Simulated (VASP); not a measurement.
# Li (a cell with a defect) in VASP: single point with PBE

Aim: the single point of Li (a cell with a defect) with PBE.

Program: VASP 6.6.1. These are calculated values, not measurements. Logs are shortened: lines on timing, memory, paths and dates and some standing lists are left out, and cuts for length are marked.

### 1 The cell of the first run

The cell holds a defect, 17 atoms: a = 6.980 Å, b = 6.980 Å, c = 6.980 Å, α = 90.00°, β = 90.00°, γ = 90.00°.

### 2 Single point, PBE

Input file INCAR:

```
PREC = Accurate
ENCUT = 520
EDIFF = 1E-6
ISMEAR = -1
SIGMA = 0.15
LREAL = Auto
LASPH = T
NELM = 100
ALGO = Normal
ISIF = 2
LWAVE = F
LCHARG = F
GGA = PE
NBANDS = 40
```

Input file KPOINTS:

```
regular mesh
0
Gamma
  3 3 3
```

Input file POSCAR:

```
Li
1.0
    6.9800000000      0.0000000000      0.0000000000
    0.0000000000      6.9800000000      0.0000000000
    0.0000000000      0.0000000000      6.9800000000
Li
17
Direct
    0.0090656160     -0.0272922636     -0.0122957020
    0.5297464183     -0.0162366762      0.0137843840
    0.0358763610      0.5175651862     -0.0302992837
    0.0265564470     -0.0236892550      0.5137989971
    0.1822120344      0.2794690544      0.1941181948
    0.5086465616      0.4647359599      0.0273411175
    0.4057454155      0.1107716332      0.3921338109
    0.7804998567      0.2323141834      0.2609805158
    0.0270277937      0.4911007163      0.5147487106
    0.2750472779      0.7373391117      0.2519446991
    0.2825766476      0.2265011461      0.7616286533
    0.5176820917      0.4871544413      0.5030383954
    0.7877190544      0.7137336676      0.2460584527
    0.7761505731      0.2464083095      0.7611392550
    0.2966247851      0.7495164756      0.7492193410
    0.7625117479      0.6878689112      0.7979352436
    0.6306634670      0.9141498567      0.5616140401
```

Potentials or basis: VASP PAW PBE potentials, release 64 (Li_sv).

Run with:

```sh
$ cat potpaw_PBE.64/Li_sv/POTCAR > POTCAR
$ mpirun -np 1 vasp_std > vasp.out
```

OUTCAR:

```text
PREC = Accurate
   ENCUT = 520
   EDIFF = 1E-6
   ISMEAR = -1
   LREAL = Auto
   LASPH = T
   NELM = 100
   ISIF = 2
   GGA = PE

 ion  position               nearest neighbor table
   1  0.009  0.973  0.988-
   2  0.530  0.984  0.014-
   3  0.036  0.518  0.970-   5 2.50  16 2.55
   4  0.027  0.976  0.514-
   5  0.182  0.279  0.194-   7 2.39   3 2.50
   6  0.509  0.465  0.027-
   7  0.406  0.111  0.392-   5 2.39  17 2.40
   8  0.780  0.232  0.261-
   9  0.027  0.491  0.515-
  10  0.275  0.737  0.252-
  11  0.283  0.227  0.762-
  12  0.518  0.487  0.503-
  13  0.788  0.714  0.246-
  14  0.776  0.246  0.761-
  15  0.297  0.750  0.749-
  16  0.763  0.688  0.798-  17 2.46   3 2.55
  17  0.631  0.914  0.562-   7 2.40  16 2.46

  LATTYP: Found a simple cubic cell.
 ALAT       =     6.9800000000

  Lattice vectors:

 A1 = (   6.9800000000,   0.0000000000,   0.0000000000)
 A2 = (   0.0000000000,   6.9800000000,   0.0000000000)
 A3 = (   0.0000000000,   0.0000000000,   6.9800000000)

Analysis of symmetry for initial positions (statically):
=====================================================================
 Subroutine PRICEL returns:
 Original cell was already a primitive cell.

 Routine SETGRP: Setting up the symmetry group for a
 simple cubic supercell.

 Subroutine GETGRP returns: Found  1 space group operations
 (whereof  1 operations were pure point group operations)
 out of a pool of 48 trial point group operations.

The static configuration has the point symmetry C_1 .

Analysis of symmetry for dynamics (positions and initial velocities):
=====================================================================
 Subroutine PRICEL returns:
 Original cell was already a primitive cell.

 Routine SETGRP: Setting up the symmetry group for a
 simple cubic supercell.

 Subroutine GETGRP returns: Found  1 space group operations
 (whereof  1 operations were pure point group operations)
 out of a pool of 48 trial point group operations.

The dynamic configuration has the point symmetry C_1 .

 Subroutine INISYM returns: Found  1 space group operations
 (whereof  1 operations are pure point group operations),
 and found     1 'primitive' translations

----------------------------------------------------------------------------------------

                                     Primitive cell

  volume of cell :     340.0684

  direct lattice vectors                    reciprocal lattice vectors
     6.980000000  0.000000000  0.000000000     0.143266476  0.000000000  0.000000000
     0.000000000  6.980000000  0.000000000     0.000000000  0.143266476  0.000000000
     0.000000000  0.000000000  6.980000000     0.000000000  0.000000000  0.143266476

  length of vectors
     6.980000000  6.980000000  6.980000000     0.143266476  0.143266476  0.143266476

  position of ions in fractional coordinates (direct lattice)
     0.009065616  0.972707736  0.987704298
     0.529746418  0.983763324  0.013784384
     0.035876361  0.517565186  0.969700716
     0.026556447  0.976310745  0.513798997
     0.182212034  0.279469054  0.194118195
     0.508646562  0.464735960  0.027341118
[... 9 lines left out ...]
     0.762511748  0.687868911  0.797935244
     0.630663467  0.914149857  0.561614040

  ion indices of the primitive-cell ions
   primitive index   ion index
                 1           1
                 2           2
                 3           3
                 4           4
                 5           5
                 6           6
[... 9 lines left out ...]
                16          16
                17          17

----------------------------------------------------------------------------------------

 KPOINTS: regular mesh

Automatic generation of k-mesh.
 Grid dimensions read from file:
 generate k-points for:    3    3    3

 Generating k-lattice:

  Cartesian coordinates                     Fractional coordinates (reciprocal lattice)
     0.047755492  0.000000000  0.000000000     0.333333333  0.000000000  0.000000000
     0.000000000  0.047755492  0.000000000     0.000000000  0.333333333  0.000000000
     0.000000000  0.000000000  0.047755492     0.000000000  0.000000000  0.333333333

  Length of vectors
     0.047755492  0.047755492  0.047755492

  Shift w.r.t. Gamma in fractional coordinates (k-lattice)
     0.000000000  0.000000000  0.000000000

 Subroutine IBZKPT returns following result:
 ===========================================

 Found     14 irreducible k-points:

 Following reciprocal coordinates:
            Coordinates               Weight
  0.000000  0.000000  0.000000      1.000000
  0.333333  0.000000  0.000000      2.000000
  0.000000  0.333333  0.000000      2.000000
  0.000000  0.000000  0.333333      2.000000
  0.333333  0.333333  0.000000      2.000000
  0.000000  0.333333  0.333333      2.000000
  0.333333  0.000000  0.333333      2.000000
 -0.333333  0.333333  0.000000      2.000000
 -0.333333  0.000000  0.333333      2.000000
  0.000000 -0.333333  0.333333      2.000000
  0.333333  0.333333  0.333333      2.000000
 -0.333333  0.333333  0.333333      2.000000
 -0.333333 -0.333333  0.333333      2.000000
  0.333333 -0.333333  0.333333      2.000000
   k-points           NKPTS =     14   k-points in BZ     NKDIM =     14   number of bands    NBANDS=     40
   number of dos      NEDOS =    301   number of ions     NIONS =     17
   total plane-waves  NPLWV = 157464
   dimension x,y,z NGX =    54 NGY =   54 NGZ =   54
   dimension x,y,z NGXF=   108 NGYF=  108 NGZF=  108
   ions per type =              17
   NGX,Y,Z   is equivalent  to a cutoff of  12.86, 12.86, 12.86 a.u.
   NGXF,Y,Z  is equivalent  to a cutoff of  25.72, 25.72, 25.72 a.u.
 SYSTEM =  unknown system
   PREC   = accura    normal or accurate (medium, high low for compatibility)
   ISTART =      0    job   : 0-new  1-cont  2-samecut
   ICHARG =      2    charge: 1-file 2-atom 10-const
   ISPIN  =      1    spin polarized calculation?
   LNONCOLLINEAR =      F non collinear calculations
   LSORBIT =      F    spin-orbit coupling
   LASPH  =      T    aspherical Exc in radial PAW
   ENCUT  =  520.0 eV  38.22 Ry    6.18 a.u.  12.98 12.98 12.98*2*pi/ulx,y,z
   NELM   =    100;   NELMIN=  2; NELMDL= -5     # of ELM steps
   EDIFF  = 0.1E-05   stopping-criterion for ELM
   LREAL  =      T    real-space projection
   EDIFFG = 0.1E-04   stopping-criterion for IOM
   NSW    =      0    number of steps for IOM
   IBRION =     -1    ionic relax: 0-MD 1-quasi-New 2-CG
   NFREE  =      0    steps in history (QN), initial steepest desc. (CG)
   ISIF   =      2    stress and relaxation
   ISYM   =      2    0-nonsym 1-usesym 2-fastsym
   POTIM  = 0.5000    time-step for ionic-motion
   TEBEG  =    0.0;   TEEND  =   0.0 temperature during run
   PSTRESS=    0.0 pullay stress
   NELECT =      51.0000    total number of electrons
   NUPDOWN=      -1.0000    fix difference up-down
   EMIN   =  10.00;   EMAX   =-10.00  energy-range for DOS
   EFERMI =   0.00;   METHOD = LEGACY
   ISMEAR =    -1;   SIGMA  =   0.15  broadening in eV -4-tet -1-fermi 0-gaus
   EFERMI_NEDOS =   21; number of points for ismear=-14 and -15
   IALGO  =     38    algorithm
   IMIX   =      4    mixing-type and parameters
     AMIX     =   0.40;   BMIX     =  1.00
     AMIX_MAG =   1.60;   BMIX_MAG =  1.00
  volume/ion in A,a.u.               =      20.00       134.99
  Fermi-wavevector in a.u.,A,eV,Ry     =   0.869780  1.643646 10.293044  0.756517
  Thomas-Fermi vector in A             =   1.988651
   LORBIT       =      0    0 simple, 1 ext, 2 COOP (PROOUT), +10 PAW based schemes
   GGA     = PE    functional components
   LHFCALC =     F    Hartree Fock is set to
   AEXX    =    0.0000 exact exchange contribution
   IVDW    =     0    specifies the selected vdW correction
   LEPSILON=     F    determine dielectric tensor
   LRPA    =     F    only Hartree local field effects (RPA)
 non-spin polarized calculation
  energy-cutoff  :      520.00
  volume of cell :      340.07
 maximum number of plane-waves:      9180
 NGX is ok and might be reduce to    54
   NGX = 25   NGY = 25   NGZ = 25

 number of electron      50.9999991 magnetization

 Free energy of the ion-electron system (eV)
  ---------------------------------------------------
  ext. energy  EPLUGINS =         0.00000000
  ---------------------------------------------------
  free energy    TOTEN  =       -32.01114957 eV

  energy without entropy =      -31.49756919  energy(sigma->0) =      -31.75435938

 E-fermi :   0.6184     XC(G=0):  -7.0713

 val. band max:        0.6086582294   @ k =   0.0000   0.0000   0.0000
 cond. band min:       0.6204061535   @ k =   0.0000  -0.3333   0.3333
 fundamental gap:      0.0117479241
 Fermi energy:         0.6183833179

 k-point     1 :       0.0000    0.0000    0.0000
  band No.  band energies     occupation
      1     -46.0453      2.00000
      2     -45.9830      2.00000
      3     -45.9621      2.00000
      4     -45.9094      2.00000
      5     -45.8977      2.00000
      6     -45.8935      2.00000
[... 29 lines left out ...]
     36       3.7041      0.00000
     37       3.7558      0.00000

 k-point     2 :       0.3333    0.0000    0.0000
  band No.  band energies     occupation
      1     -46.0452      2.00000
      2     -45.9832      2.00000
      3     -45.9620      2.00000
      4     -45.9093      2.00000
      5     -45.8974      2.00000
      6     -45.8937      2.00000
[... 29 lines left out ...]
     36       3.7732      0.00000
     37       3.8829      0.00000

 k-point     3 :       0.0000    0.3333    0.0000
  band No.  band energies     occupation
      1     -46.0452      2.00000
      2     -45.9832      2.00000
      3     -45.9620      2.00000
      4     -45.9093      2.00000
      5     -45.8976      2.00000
      6     -45.8940      2.00000
[... 29 lines left out ...]
     36       3.7462      0.00000
     37       3.8144      0.00000

 k-point     4 :       0.0000    0.0000    0.3333
  band No.  band energies     occupation
      1     -46.0453      2.00000
      2     -45.9831      2.00000
      3     -45.9620      2.00000
      4     -45.9093      2.00000
      5     -45.8978      2.00000
      6     -45.8933      2.00000
[... 29 lines left out ...]
     36       3.7436      0.00000
     37       3.8066      0.00000
[... 282 lines left out ...]
  band No.  band energies     occupation
      1     -46.0451      2.00000
      2     -45.9832      2.00000
      3     -45.9621      2.00000
      4     -45.9093      2.00000
      5     -45.8970      2.00000
      6     -45.8942      2.00000
[... 29 lines left out ...]
     36       3.5733      0.00000
     37       3.9722      0.00000

 k-point    13 :      -0.3333   -0.3333    0.3333
  band No.  band energies     occupation
      1     -46.0451      2.00000
      2     -45.9832      2.00000
      3     -45.9621      2.00000
      4     -45.9093      2.00000
      5     -45.8973      2.00000
      6     -45.8937      2.00000
[... 29 lines left out ...]
     36       3.7127      0.00000
     37       3.8647      0.00000

 k-point    14 :       0.3333   -0.3333    0.3333
  band No.  band energies     occupation
      1     -46.0452      2.00000
      2     -45.9832      2.00000
      3     -45.9621      2.00000
      4     -45.9092      2.00000
      5     -45.8973      2.00000
      6     -45.8937      2.00000
[... 29 lines left out ...]
     36       3.8510      0.00000
     37       3.9486      0.00000
 [bands above 37 left out]

------------------------ aborting loop because EDIFF is reached ----------------------------------------

  FORCE on cell =-STRESS in cart. coord.  units (eV):
  Direction    XX          YY          ZZ          XY          YZ          ZX
  --------------------------------------------------------------------------------------
  -------------------------------------------------------------------------------------
  Total        0.9219087      0.4467840      0.4427492     -0.7816665     -0.7646902      0.8342756
  in kB        4.3434239      2.1049509      2.0859415     -3.6826955     -3.6027145      3.9305546
  external PRESSURE =       2.8447721 kB  Pullay stress =       0.0000000 kB

 VOLUME and BASIS-vectors are now :
 -----------------------------------------------------------------------------
  energy-cutoff  :      520.00
  volume of cell :      340.07
      direct lattice vectors                 reciprocal lattice vectors
     6.980000000  0.000000000  0.000000000     0.143266476  0.000000000  0.000000000
     0.000000000  6.980000000  0.000000000     0.000000000  0.143266476  0.000000000
     0.000000000  0.000000000  6.980000000     0.000000000  0.000000000  0.143266476

 POSITION                                       TOTAL-FORCE (eV/Angst)
 -----------------------------------------------------------------------------------
      0.06328      6.78950      6.89418         0.029552     -0.009856      0.013668
      3.69763      6.86667      0.09622         0.004511      0.004211     -0.020513
      0.25042      3.61260      6.76851         0.029278     -0.022271     -0.011726
      0.18536      6.81465      3.58632         0.019713     -0.000037      0.000615
      1.27184      1.95069      1.35494        -0.035690     -0.002222     -0.000481
      3.55035      3.24386      0.19084         0.019465     -0.003990      0.000382
[... 9 lines left out ...]
      5.32233      4.80133      5.56959         0.000059     -0.019626      0.000727
      4.40203      6.38077      3.92007        -0.021541      0.025631     -0.011286
 -----------------------------------------------------------------------------------
    total drift:                               -0.007398     -0.002019      0.000428

  FREE ENERGIE OF THE ION-ELECTRON SYSTEM (eV)
  ---------------------------------------------------
  free  energy   TOTEN  =       -32.0111495674 eV

  energy  without entropy=      -31.4975691905  energy(sigma->0) =      -31.75435938
```

It used 890 s of CPU time on 1 thread of AMD EPYC 7R13 Processor (Zen 3), on a shared host.

Results:

* Free energy: -32.0111 eV
* Largest force: 0.050 eV/Å

Forces in eV/Å, atoms in the order of the input:
```
Li   0.030 -0.010  0.014
Li   0.005  0.004 -0.021
Li   0.029 -0.022 -0.012
Li   0.020  0.000  0.001
Li  -0.036 -0.002  0.000
Li   0.019 -0.004  0.000
Li  -0.003 -0.022  0.014
Li   0.001  0.037 -0.026
Li   0.029  0.001  0.040
Li   0.004  0.013  0.019
Li  -0.009  0.015  0.001
Li   0.000  0.003 -0.014
Li  -0.026  0.020  0.000
Li  -0.025 -0.026 -0.006
Li  -0.017 -0.012  0.001
Li   0.000 -0.020  0.001
Li  -0.022  0.026 -0.011
```

Caveat: the cutoff is under 1.25 times the usual one of these potentials, so pressure, stress and relaxed cells hold a basis-set (Pulay) error.
